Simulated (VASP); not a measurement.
**BaO (a): single point with PBE**

BaO (a):

```xyz
4
Lattice="3.9414 0.0000 0.0000 0.0000 3.9414 0.0000 0.0000 0.0000 5.5740" Properties=species:S:1:pos:R:3 pbc="T T T"
Ba    0.0000    0.0000    0.0000
Ba    1.9707    1.9707    2.7870
O     1.9707    1.9707    0.0000
O     0.0000    0.0000    2.7870
```

```yaml
Program: VASP 6.6.1
Task: single point
Functional: PBE
Potentials_or_basis: VASP PAW PBE potentials, release 64 (Ba_sv, O)
Cutoff: 600 eV
k_mesh: 4 × 4 × 4
Occupations: gaussian, width 0.1 eV
Spin: no spin polarisation
Dipole_correction: no
Further_INCAR_settings: ALGO = Normal; EDIFF = 1e-06; NBANDS = 24
```

* Pressure: 1.5 GPa
* Band gap on the k mesh: 2.03 eV

Levels at points of the mesh, in eV from the valence-band top:
```
           k point  band 12  band 13  band 14  band 15  band 16  band 17  band 18  band 19  band 20  band 21
(0.00, 0.00, 0.00)    -0.29    -0.29    -0.13    -0.13     0.00     2.04     3.46     4.69     4.69     4.69
(0.50, 0.00, 0.00)    -1.56    -1.27    -1.27    -0.36    -0.36     4.74     4.74     5.67     5.67     6.61
(0.50, 0.50, 0.00)    -0.13    -0.13    -0.13     0.00     0.00     2.03     2.03     5.90     5.90     8.80
(0.00, 0.00, 0.50)    -1.29    -0.30    -0.30    -0.30    -0.30     3.02     3.02     5.14     5.14     6.86
(0.50, 0.00, 0.50)    -1.92    -1.39    -1.39    -1.39    -1.39     4.91     4.91     7.10     7.10     7.10
(0.50, 0.50, 0.50)    -1.25    -0.19    -0.19    -0.19    -0.19     4.61     4.61     4.61     4.61     6.75
```

Wall time 58 s on 1 thread of AMD EPYC 7R13, on a shared host, peak memory 0.2 GiB.

Caveat: spin-orbit coupling is left out, which moves the levels of the heavy elements. PBE gaps usually lie below the measured ones, often by a third to a half.
